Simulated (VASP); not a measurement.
**RbP6: single point with PBE**

RbP6:

```
Rb P
1.0
     0.00000    4.40239    4.40239
     4.40239    0.00000    4.40239
     4.40239    4.40239    0.00000
Rb P
1 6
Direct
  0.00000 0.00000 0.00000
  0.50000 0.50000 0.00000
  0.50000 0.00000 0.50000
  0.00000 0.00000 0.50000
  0.00000 0.50000 0.00000
  0.00000 0.50000 0.50000
  0.50000 0.00000 0.00000
```

The cell was generated, and may not be a known phase.

```json
{"Program": "VASP 6.6.1", "Task": "single point", "Functional": "PBE", "Potentials or basis": "VASP PAW PBE potentials, release 64 (Rb_sv, P)", "Cutoff": "520 eV", "k mesh": "4 × 4 × 4", "Occupations": "gaussian, width 0.1 eV", "Spin": "no spin polarisation"}
```

```json
{
  "Pressure": "-8.3 GPa",
  "Band gap on the k mesh": "zero (an odd number of electrons rules out a gap without spin polarisation)"
}
```

Levels at points of the mesh, in eV from the Fermi level:
```csv
k point,band 17,band 18,band 19,band 20,band 21,band 22
"(0.00, 0.00, 0.00)",-2.31,0.84,0.84,0.84,3.12,3.12
"(0.50, 0.00, 0.00)",-0.99,-0.93,-0.34,-0.34,0.03,0.03
"(0.50, 0.50, 0.00)",-0.65,-0.64,-0.50,-0.42,-0.42,-0.11
```

Wall time 52 s on 1 thread of Intel Xeon 8259CL (shared host), peak memory 0.32 GiB.

Caveat: the cell stands under tension.
